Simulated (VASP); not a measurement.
Wanted: the native input for a VASP 6.6.1 run.

```yaml
Task: single point
Functional: revPBE
Dispersion: D3(BJ)
Potentials_or_basis: VASP PAW PBE potentials, release 64 (Li_sv)
Cutoff: 520 eV
k_mesh: 11 × 11 × 11
Occupations: fermi-dirac, width 0.05 eV
Spin: no spin polarisation
Dipole_correction: no
Further_INCAR_settings: ALGO = Fast; EDIFF = 1e-07; NBANDS = 8
```

The structure of Li lies in POSCAR:

```
Li
1.0
   -1.7309356065      1.7309356065      1.7309356065
    1.7309356065     -1.7309356065      1.7309356065
    1.7309356065      1.7309356065     -1.7309356065
Li
1
Direct
    0.0000000000      0.0000000000      0.0000000000
```

These files were run (other wordings do the same):

INCAR

```
PREC     = Accurate       # precision mode
ENCUT    = 520            # plane-wave cutoff, eV
EDIFF    = 1E-7           # SCF threshold, eV
ISMEAR   = -1             # smearing method
SIGMA    = 0.05           # smearing width, eV
LREAL    = False          # projectors in reciprocal space
LASPH    = True           # aspherical terms in the spheres
NELM     = 100            # most SCF steps
ALGO     = Fast           # electronic algorithm
ISIF     = 2              # what is computed and relaxed
LWAVE    = False          # write WAVECAR
LCHARG   = True           # write CHGCAR
GGA      = RE             # functional
IVDW     = 12             # dispersion correction
LELF     = True           # ELF
LVHAR    = True         
NBANDS   = 8              # bands
```

KPOINTS

```
Automatic mesh
0
Gamma
  11 11 11
```

Potentials or basis: VASP PAW PBE potentials, release 64 (Li_sv).

Command:

```bash
$ cat potpaw_PBE.64/Li_sv/POTCAR > POTCAR
$ mpirun -np 1 vasp_std > vasp.out
```

Results of the run:

```
Dispersion energy per atom : -0.322 eV
```

It took 6.4 s on 1 thread of Intel(R) Xeon(R) Platinum 8488C (Sapphire Rapids), on a shared host, peak memory 0.13 GiB.
